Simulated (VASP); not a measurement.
A run of VASP 6.6.1 is set up as follows.

File INCAR:

```
SYSTEM = Si2C
PREC = Accurate
ENCUT = 600
EDIFF = 1E-6
ISMEAR = 0
SIGMA = 0.1
LREAL = .FALSE.
LASPH = .TRUE.
NELM = 200
ALGO = Normal
ISIF = 2
LWAVE = .FALSE.
LCHARG = .FALSE.
ISPIN = 2
MAGMOM = 0 0 1
LORBIT = 11
GGA = PE
NBANDS = 17
GGA_COMPAT = .FALSE.
```

The input KPOINTS:

```
Automatic mesh
0
G
  6 6 6
  0 0 0
```

Contents of POSCAR:

```
Si2C
1.0
    4.0020265474      0.0000000000      0.0000000000
   -2.0010132737      3.4658566567      0.0000000000
    0.0000000000      0.0000000000      2.7394168712
Si C
2 1
Direct
    0.3333333333      0.6666666667      0.5000000000
    0.6666666667      0.3333333333      0.5000000000
    0.0000000000      0.0000000000      0.0000000000
```

Potentials or basis: VASP PAW PBE potentials, release 64 (Si, C).

Launch:

```sh
$ cat potpaw_PBE.64/Si/POTCAR potpaw_PBE.64/C/POTCAR > POTCAR
$ mpirun -np 1 vasp_std > vasp.out
```

Problem. Predict the net moment.

Solution. 0.00 μB per cell.

Problem. Estimate the pressure.

Solution. -0.2 GPa.

Problem. What does it give for the band gap on the k mesh?

Solution. Zero (filled and empty bands overlap).

Stress tensor (GPa, compression positive):
```
-0.27  0.00  0.00
 0.00 -0.27  0.00
 0.00  0.00 -0.16
```

Caveat: the k points lie up to 0.38 Å⁻¹ apart.
